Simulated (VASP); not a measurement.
# SnTe (P6_3mc) in VASP: notebook

The runs below take SnTe through relaxation of cell and atoms, with PBE.

Program: VASP 6.6.1. These are calculated values, not measurements. Logs are shortened: lines on timing, memory, paths and dates and some standing lists are left out, and cuts for length are marked.

## Step 1: The cell of the first run

It takes space group P6_3mc (No. 186, hexagonal). The conventional cell has a = 4.568 Å, b = 4.568 Å, c = 7.457 Å, α = 90.00°, β = 90.00°, γ = 120.00°. Sn (site symmetry 3m) has 4 Te at 2.77 to 2.87 Å within 3.7 Å. Within 3.7 Å of Te (site symmetry 3m) lie 4 Sn at 2.77 to 2.87 Å.

The cell was built from a structure type or drawn by symmetry, and may not be a known phase.

## Step 2: Relaxation of cell and atoms, PBE

Input file INCAR:

```
SYSTEM = SnTe
PREC = Accurate ; ENCUT = 600
EDIFF = 1E-6 ; ISMEAR = 0
SIGMA = 0.1 ; LREAL = .False.
LASPH = .True. ; NELM = 100
ALGO = Normal ; ISIF = 3
LWAVE = .False. ; LCHARG = .False.
GGA = PE ; IBRION = 2
NSW = 90 ; EDIFFG = -0.04
```

Input file KPOINTS:

```
Automatic mesh
0
Gamma
  6 6 4
  0 0 0
```

Input file POSCAR:

```
SnTe
1.0
    4.5677925000      0.0000000000      0.0000000000
   -2.2838962500      3.9558243500      0.0000000000
    0.0000000000      0.0000000000      7.4571866800
Sn Te
2 2
Direct
    0.3333333300      0.6666666700      0.0000000000
    0.6666666700      0.3333333300      0.5000000000
    0.3333333300      0.6666666700      0.3849999900
    0.6666666700      0.3333333300      0.8849999900
```

Potentials or basis: VASP PAW PBE potentials, release 64 (Sn_d, Te).

Command:

```
$ cat potpaw_PBE.64/Sn_d/POTCAR potpaw_PBE.64/Te/POTCAR > POTCAR
$ mpirun -np 1 vasp_std > vasp.out
```

OUTCAR:

```text
SYSTEM = SnTe
   PREC = Accurate
   ENCUT = 600
   EDIFF = 1E-6
   ISMEAR = 0
   LREAL = .False.
   LASPH = .True.
   NELM = 100
   ISIF = 3
   GGA = PE
   IBRION = 2
   NSW = 90
   EDIFFG = -0.04

 ion  position               nearest neighbor table
   1  0.333  0.667  0.000-   4 2.77   4 2.77   4 2.77   3 2.87
   2  0.667  0.333  0.500-   3 2.77   3 2.77   3 2.77   4 2.87
   3  0.333  0.667  0.385-   2 2.77   2 2.77   2 2.77   1 2.87
   4  0.667  0.333  0.885-   1 2.77   1 2.77   1 2.77   2 2.87

  LATTYP: Found a hexagonal cell.
 ALAT       =     4.5677925000
 C/A-ratio  =     1.6325581077

  Lattice vectors:

 A1 = (   4.5677925000,   0.0000000000,   0.0000000000)
 A2 = (  -2.2838962500,   3.9558243500,   0.0000000000)
 A3 = (   0.0000000000,   0.0000000000,   7.4571866800)

Analysis of symmetry for initial positions (statically):
=====================================================================
 Subroutine PRICEL returns:
 Original cell was already a primitive cell.

 Routine SETGRP: Setting up the symmetry group for a
 hexagonal supercell.

 Subroutine GETGRP returns: Found 12 space group operations
 (whereof  6 operations were pure point group operations)
 out of a pool of 24 trial point group operations.

The static configuration has the point symmetry C_3v.
 The point group associated with its full space group is C_6v.

Analysis of symmetry for dynamics (positions and initial velocities):
=====================================================================
 Subroutine PRICEL returns:
 Original cell was already a primitive cell.

 Routine SETGRP: Setting up the symmetry group for a
 hexagonal supercell.

 Subroutine GETGRP returns: Found 12 space group operations
 (whereof  6 operations were pure point group operations)
 out of a pool of 24 trial point group operations.

The dynamic configuration has the point symmetry C_3v.
 The point group associated with its full space group is C_6v.

 Subroutine INISYM returns: Found 12 space group operations
 (whereof  6 operations are pure point group operations),
 and found     1 'primitive' translations

----------------------------------------------------------------------------------------

                                     Primitive cell

  volume of cell :     134.7468

  direct lattice vectors                    reciprocal lattice vectors
     4.567792500  0.000000000  0.000000000     0.218924130  0.126395905  0.000000000
    -2.283896250  3.955824350  0.000000000     0.000000000  0.252791811  0.000000000
     0.000000000  0.000000000  7.457186680     0.000000000  0.000000000  0.134098829

  length of vectors
     4.567792500  4.567792505  7.457186680     0.252791811  0.252791811  0.134098829

  position of ions in fractional coordinates (direct lattice)
     0.333333330  0.666666670  0.000000000
     0.666666670  0.333333330  0.500000000
     0.333333330  0.666666670  0.384999990
     0.666666670  0.333333330  0.884999990

  ion indices of the primitive-cell ions
   primitive index   ion index
                 1           1
                 2           2
                 3           3
                 4           4

----------------------------------------------------------------------------------------

 KPOINTS: Automatic mesh

Automatic generation of k-mesh.
 Grid dimensions read from file:
 generate k-points for:    6    6    4

 Generating k-lattice:

  Cartesian coordinates                     Fractional coordinates (reciprocal lattice)
     0.036487355  0.021065984  0.000000000     0.166666667  0.000000000  0.000000000
     0.000000000  0.042131968  0.000000000     0.000000000  0.166666667  0.000000000
     0.000000000  0.000000000  0.033524707     0.000000000  0.000000000  0.250000000

  Length of vectors
     0.042131968  0.042131968  0.033524707

  Shift w.r.t. Gamma in fractional coordinates (k-lattice)
     0.000000000  0.000000000  0.000000000

 Subroutine IBZKPT returns following result:
 ===========================================

 Found     21 irreducible k-points:

 Following reciprocal coordinates:
            Coordinates               Weight
  0.000000  0.000000  0.000000      1.000000
  0.166667 -0.000000  0.000000      6.000000
  0.333333  0.000000  0.000000      6.000000
  0.500000 -0.000000  0.000000      3.000000
  0.166667  0.166667  0.000000      6.000000
  0.333333  0.166667  0.000000     12.000000
[... 13 lines left out ...]
  0.333333  0.166667  0.500000     12.000000
  0.333333  0.333333  0.500000      2.000000
   k-points           NKPTS =     21   k-points in BZ     NKDIM =     21   number of bands    NBANDS=     24
   number of dos      NEDOS =    301   number of ions     NIONS =      4
   total plane-waves  NPLWV =  77760
   dimension x,y,z NGX =    36 NGY =   36 NGZ =   60
   dimension x,y,z NGXF=    72 NGYF=   72 NGZF=  120
   ions per type =               2   2
   NGX,Y,Z   is equivalent  to a cutoff of  13.10, 13.10, 13.38 a.u.
   NGXF,Y,Z  is equivalent  to a cutoff of  26.20, 26.20, 26.75 a.u.
 SYSTEM =  SnTe
   PREC   = accura    normal or accurate (medium, high low for compatibility)
   ISTART =      0    job   : 0-new  1-cont  2-samecut
   ICHARG =      2    charge: 1-file 2-atom 10-const
   ISPIN  =      1    spin polarized calculation?
   LNONCOLLINEAR =      F non collinear calculations
   LSORBIT =      F    spin-orbit coupling
   LASPH  =      T    aspherical Exc in radial PAW
   ENCUT  =  600.0 eV  44.10 Ry    6.64 a.u.   9.12  9.12 14.89*2*pi/ulx,y,z
   NELM   =    100;   NELMIN=  2; NELMDL= -5     # of ELM steps
   EDIFF  = 0.1E-05   stopping-criterion for ELM
   LREAL  =      F    real-space projection
   EDIFFG = -.4E-01   stopping-criterion for IOM
   NSW    =     90    number of steps for IOM
   IBRION =      2    ionic relax: 0-MD 1-quasi-New 2-CG
   NFREE  =      1    steps in history (QN), initial steepest desc. (CG)
   ISIF   =      3    stress and relaxation
   ISYM   =      2    0-nonsym 1-usesym 2-fastsym
   POTIM  = 0.5000    time-step for ionic-motion
   TEBEG  =    0.0;   TEEND  =   0.0 temperature during run
   PSTRESS=    0.0 pullay stress
   NELECT =      40.0000    total number of electrons
   NUPDOWN=      -1.0000    fix difference up-down
   EMIN   =  10.00;   EMAX   =-10.00  energy-range for DOS
   EFERMI =   0.00;   METHOD = LEGACY
   ISMEAR =     0;   SIGMA  =   0.10  broadening in eV -4-tet -1-fermi 0-gaus
   EFERMI_NEDOS =   21; number of points for ismear=-14 and -15
   IALGO  =     38    algorithm
   IMIX   =      4    mixing-type and parameters
     AMIX     =   0.40;   BMIX     =  1.00
     AMIX_MAG =   1.60;   BMIX_MAG =  1.00
  volume/ion in A,a.u.               =      33.69       227.33
  Fermi-wavevector in a.u.,A,eV,Ry     =   1.092082  2.063736 16.226903  1.192644
  Thomas-Fermi vector in A             =   2.228341
   LORBIT       =      0    0 simple, 1 ext, 2 COOP (PROOUT), +10 PAW based schemes
   GGA     = PE    functional components
   LHFCALC =     F    Hartree Fock is set to
   AEXX    =    0.0000 exact exchange contribution
   IVDW    =     0    specifies the selected vdW correction
   LEPSILON=     F    determine dielectric tensor
   LRPA    =     F    only Hartree local field effects (RPA)
 conjugate gradient relaxation of ions
 non-spin polarized calculation
 Gauss-broadening in eV      SIGMA  =   0.10
  energy-cutoff  :      600.00
  volume of cell :      134.75
 maximum number of plane-waves:      4530
   NGX = 19   NGY = 19   NGZ = 29

--------------------------------------- Ionic step        1  -------------------------------------------

 number of electron      39.9999993 magnetization

 Free energy of the ion-electron system (eV)
  ---------------------------------------------------
  ext. energy  EPLUGINS =         0.00000000
  ---------------------------------------------------
  free energy    TOTEN  =       -12.45212572 eV

  energy without entropy =      -12.44972985  energy(sigma->0) =      -12.45092778

 E-fermi :   6.8906     XC(G=0):  -8.9050

 val. band max:        6.8626266178   @ k =   0.5000  -0.0000   0.5000
 cond. band min:       7.0698317495   @ k =   0.1667  -0.0000   0.2500
 fundamental gap:      0.2072051317
 Fermi energy:         6.8905646892

 k-point     1 :       0.0000    0.0000    0.0000
  band No.  band energies     occupation
      1     -15.5059      2.00000
      2     -15.5047      2.00000
      3     -15.5047      2.00000
      4     -15.5011      2.00000
      5     -15.5011      2.00000
      6     -15.4954      2.00000
[... 663 lines left out ...]
  FREE ENERGIE OF THE ION-ELECTRON SYSTEM (eV)
  ---------------------------------------------------
  free  energy   TOTEN  =       -14.3505564650 eV

  energy  without entropy=      -14.3505564640  energy(sigma->0) =      -14.35055646

[... ionic steps 4 to 21 ...]

--------------------------------------- Ionic step       22  -------------------------------------------

 number of electron      39.9999974 magnetization

------------------------ aborting loop because EDIFF is reached ----------------------------------------

  FORCE on cell =-STRESS in cart. coord.  units (eV):
  Direction    XX          YY          ZZ          XY          YZ          ZX
  --------------------------------------------------------------------------------------
  -------------------------------------------------------------------------------------
  Total       -0.2015375     -0.2015375     -0.2600602      0.0000000      0.0000000      0.0000000
  in kB       -1.9244811     -1.9244811     -2.4833140      0.0000000      0.0000000      0.0000000
  external PRESSURE =      -2.1107587 kB  Pullay stress =       0.0000000 kB
[... 61 lines left out ...]
  energy  without entropy=      -14.6593534083  energy(sigma->0) =      -14.65935342

--------------------------------------- Ionic step       24  -------------------------------------------

 number of electron      39.9999975 magnetization

 Free energy of the ion-electron system (eV)
  ---------------------------------------------------
  ext. energy  EPLUGINS =         0.00000000
  ---------------------------------------------------
  free energy    TOTEN  =       -14.66016436 eV

  energy without entropy =      -14.66016432  energy(sigma->0) =      -14.66016434

 E-fermi :   4.3939     XC(G=0):  -7.9522

 val. band max:        4.0583945183   @ k =   0.3333   0.3333   0.5000
 cond. band min:       4.7369856811   @ k =   0.1667  -0.0000   0.0000
 fundamental gap:      0.6785911627
 Fermi energy:         4.3939135740

 k-point     1 :       0.0000    0.0000    0.0000
  band No.  band energies     occupation
      1     -17.6811      2.00000
      2     -17.6811      2.00000
      3     -17.6809      2.00000
      4     -17.6809      2.00000
      5     -17.6759      2.00000
      6     -17.6671      2.00000
[... 587 lines left out ...]
  FREE ENERGIE OF THE ION-ELECTRON SYSTEM (eV)
  ---------------------------------------------------
  free  energy   TOTEN  =       -14.6601643564 eV

  energy  without entropy=      -14.6601643153  energy(sigma->0) =      -14.66016434

 reached required accuracy - stopping structural energy minimisation
```

Wall time 18 min (1 thread of Intel Xeon Platinum 8259CL at 2.50GHz (Skylake/Cascade Lake), shared host); peak memory 0.32 GiB.

Results:

```yaml
Free_energy: -14.6602 eV
Relaxed_volume: 41.71 Å³/atom
Relaxed_cell: a = 5.429 Å, b = 5.429 Å, c = 6.535 Å, α = 90.00°, β = 90.00°, γ = 120.00°
Space_group_after_relaxing_to_0.1_Å: P6_3mc (No. 186)
Energy_gained_by_relaxing: 552.0 meV/atom
Ionic_steps: 24
Pressure_after_relaxing: 0.0 GPa
Largest_force_after_relaxing: 0.015 eV/Å
Band_gap_on_the_k_mesh: 0.68 eV (least direct gap 0.71 eV)
```

Forces in eV/Å, atoms in the order of the input:
```
Sn   0.000  0.000 -0.015
Sn   0.000  0.000 -0.015
Te   0.000  0.000  0.015
Te   0.000  0.000  0.015
```

Step by step:
```csv
step,energy change (eV),largest force (eV/Å),pressure (GPa),volume (Å³)
1,0.0000,0.4907,15.17,134.75
2,-1.7340,0.0010,-2.26,206.86
3,-1.8984,0.0064,0.11,184.07
4,-1.8991,0.0037,-0.10,185.55
5,-1.9064,0.0567,-0.05,185.13
6,-1.9166,0.2649,0.17,183.81
7,-1.9211,0.2793,0.14,183.96
8,-1.9345,0.3264,0.03,184.40
9,-1.9569,0.4318,-0.15,185.10
10,-1.9574,0.6941,-0.38,185.83
11,-1.9650,0.5600,-0.28,185.57
12,-1.9711,0.5518,-0.33,185.56
13,-1.9880,0.5291,-0.45,185.52
14,-2.0152,0.4882,-0.69,185.37
15,-2.0318,0.4178,-1.09,184.74
16,-2.0783,0.3199,-1.06,181.85
17,-2.1600,0.1239,-0.70,173.33
18,-2.0219,0.0701,2.15,156.95
19,-2.1653,0.1188,-0.39,170.61
20,-2.1667,0.0924,-0.17,168.55
21,-2.2033,0.0323,-0.23,168.05
22,-2.2072,0.0045,-0.21,167.78
23,-2.2072,0.0062,-0.21,167.80
24,-2.2080,0.0154,-0.05,166.82
```

Final structure:
```
CELL_PARAMETERS angstrom
5.42941 0.00000 0.00000
-2.71470 4.70201 0.00000
0.00000 0.00000 6.53455
ATOMIC_POSITIONS crystal
Sn 0.33333 0.66667 0.95729
Sn 0.66667 0.33333 0.45729
Te 0.33333 0.66667 0.42771
Te 0.66667 0.33333 0.92771
```

Levels at points of the mesh, in eV from the valence-band top:
```csv
k point,band 16,band 17,band 18,band 19,band 20,band 21,band 22,band 23,band 24
"(0.00, 0.00, 0.00)",-3.23,-3.23,-1.91,-1.91,-1.87,0.70,0.70,2.30,2.30
"(0.50, 0.00, 0.00)",-3.79,-3.02,-2.29,-2.14,-0.58,1.83,2.65,3.12,3.62
"(0.00, 0.00, 0.50)",-2.64,-2.64,-2.64,-1.54,-1.54,1.23,1.23,1.23,1.23
"(0.50, 0.00, 0.50)",-3.16,-1.96,-1.96,-0.82,-0.82,0.80,0.80,2.41,2.41
```

Caveat: the volume moved by over 15 % at a fixed basis, so the end points are rough; spin-orbit coupling is left out, which moves the levels of the heavy elements.

## Step 3: Relaxation of cell and atoms, PBE

This run uses another cell than the first one, of 41.37 Å³/atom.

Input file INCAR:

```
SYSTEM = SnTe
ALGO = Normal
EDIFF = 1E-6
EDIFFG = -0.01
ENCUT = 600
GGA = PE
IBRION = 2
ISIF = 3
ISMEAR = 0
LASPH = .TRUE.
LCHARG = .FALSE.
LREAL = .FALSE.
LWAVE = .FALSE.
NELM = 100
NSW = 100
PREC = Accurate
SIGMA = 0.02
```

Input file KPOINTS:

```
k-points
0
G
  6 6 4
  0 0 0
```

Input file POSCAR:

```
SnTe
1.0
    5.4206968787      0.0000000000      0.0000000000
   -2.7103484394      4.6944612032      0.0000000000
    0.0000000000      0.0000000000      6.5027666946
Sn Te
2 2
Direct
    0.3333333333      0.6666666667      0.9535833433
    0.6666666667      0.3333333333      0.4535833433
    0.3333333333      0.6666666667      0.4314166467
    0.6666666667      0.3333333333      0.9314166467
```

Potentials or basis: VASP PAW PBE potentials, release 64 (Sn_d, Te).

Command:

```
$ cat potpaw_PBE.64/Sn_d/POTCAR potpaw_PBE.64/Te/POTCAR > POTCAR
$ mpirun -np 1 vasp_std > vasp.out
```

Run time: 2.5 min. Hardware: 1 thread of Intel Xeon Platinum 8259CL at 2.50GHz (Skylake/Cascade Lake), shared host; peak memory 0.39 GiB.

The run converged. Its results:

```yaml
Free_energy: -14.6653 eV
Relaxed_volume: 41.47 Å³/atom
Relaxed_cell: a = 5.426 Å, b = 5.426 Å, c = 6.506 Å, α = 90.00°, β = 90.00°, γ = 120.00°
Space_group_after_relaxing_to_0.1_Å: P6_3mc (No. 186)
Energy_gained_by_relaxing: 0.0 meV/atom
Ionic_steps: 2
Pressure_after_relaxing: 0.0 GPa
Band_gap_on_the_k_mesh: 0.62 eV
```

Final structure:
```
CELL_PARAMETERS angstrom
5.42568 0.00000 0.00000
-2.71284 4.69877 0.00000
0.00000 0.00000 6.50604
ATOMIC_POSITIONS crystal
Sn 0.33333 0.66667 0.95358
Sn 0.66667 0.33333 0.45358
Te 0.33333 0.66667 0.43142
Te 0.66667 0.33333 0.93142
```

Levels at points of the mesh, in eV from the valence-band top:
```csv
k point,band 16,band 17,band 18,band 19,band 20,band 21,band 22,band 23,band 24
"(0.00, 0.00, 0.00)",-3.29,-3.29,-1.96,-1.96,-1.92,0.66,0.66,2.27,2.27
"(0.50, 0.00, 0.00)",-3.86,-3.06,-2.34,-2.23,-0.62,1.79,2.70,3.10,3.58
"(0.00, 0.00, 0.50)",-2.69,-2.69,-2.69,-1.56,-1.56,1.19,1.19,1.19,1.19
"(0.50, 0.00, 0.50)",-3.22,-1.98,-1.98,-0.83,-0.83,0.72,0.72,2.35,2.35
```

Caveat: spin-orbit coupling is left out, which moves the levels of the heavy elements. A k mesh can miss the band edges.
